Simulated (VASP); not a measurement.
**Mo: single point with PBEsol**

Crystal: Mo.

```
Mo
1.0
     3.13087    0.00000    0.00000
     0.00000    3.13087    0.00000
     0.00000    0.00000    3.13087
Mo
2
Direct
  0.00000 0.00000 0.00000
  0.50000 0.50000 0.50000
```

```yaml
Program: VASP 6.6.1
Task: single point
Functional: PBEsol
Potentials_or_basis: VASP PAW PBE potentials, release 64 (Mo_sv)
Cutoff: 520 eV
k_mesh: 7 × 7 × 7
Occupations: fermi-dirac, width 0.1 eV
Spin: no spin polarisation
```

| Quantity | Value |
| --- | --- |
| Pressure | 0.6 GPa |
| Band gap on the k mesh | zero (band 14 reaches 13.69 eV, above the bottom of band 15 at 12.41 eV) |

Levels at points of the mesh, in eV from the Fermi level:
| k point | band 12 | band 13 | band 14 | band 15 | band 16 | band 17 |
| --- | --- | --- | --- | --- | --- | --- |
| (0.00, 0.00, 0.00) | -1.44 | -1.44 | -1.44 | 1.64 | 1.64 | 4.08 |

Wall time 7.9 s on 1 thread of Intel(R) Xeon(R) Platinum 8259CL CPU @ 2.50GHz (Skylake/Cascade Lake), on a shared host, peak memory 0.14 GiB.

Caveat: the PAW data sets were made with another functional, which shifts forces and pressure a little.
